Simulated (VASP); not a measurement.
Input of a VASP 6.6.1 run:

File INCAR:

```
SYSTEM = W
PREC     = Accurate       ! precision mode
ENCUT    = 520            ! plane-wave cutoff, eV
EDIFF    = 1E-6           ! SCF threshold, eV
ISMEAR   = -1             ! smearing method
SIGMA    = 0.05           ! smearing width, eV
LREAL    = .FALSE.        ! projectors in reciprocal space
LASPH    = .TRUE.         ! aspherical terms in the spheres
NELM     = 100            ! most SCF steps
ALGO     = Normal         ! electronic algorithm
ISIF     = 2              ! what is computed and relaxed
LWAVE    = .FALSE.        ! write WAVECAR
LCHARG   = .FALSE.        ! write CHGCAR
GGA      = PE             ! functional
NBANDS   = 21             ! bands
```

Contents of KPOINTS:

```
Automatic mesh
0
G
  15 15 15
  0 0 0
```

Contents of POSCAR:

```
W
1.0
    0.0000000000      2.2586950328      2.2586950328
    2.2586950328      0.0000000000      2.2586950328
    2.2586950328      2.2586950328      0.0000000000
W
2
Direct
   -0.1250000000     -0.1250000000     -0.1250000000
    0.1250000000      0.1250000000      0.1250000000
```

Potentials or basis: VASP PAW PBE potentials, release 64 (W_sv).

Launch:

```bash
$ cat potpaw_PBE.64/W_sv/POTCAR > POTCAR
$ mpirun -np 1 vasp_std > vasp.out
```

(1) Estimate the pressure.

(2) Estimate the band gap on the k mesh.

## Answers

(1) 448.8 GPa.

(2) zero (band 14 reaches 16.77 eV, above the bottom of band 15 at 15.07 eV).

Caveat: spin-orbit coupling is left out, which moves the levels of the heavy elements.
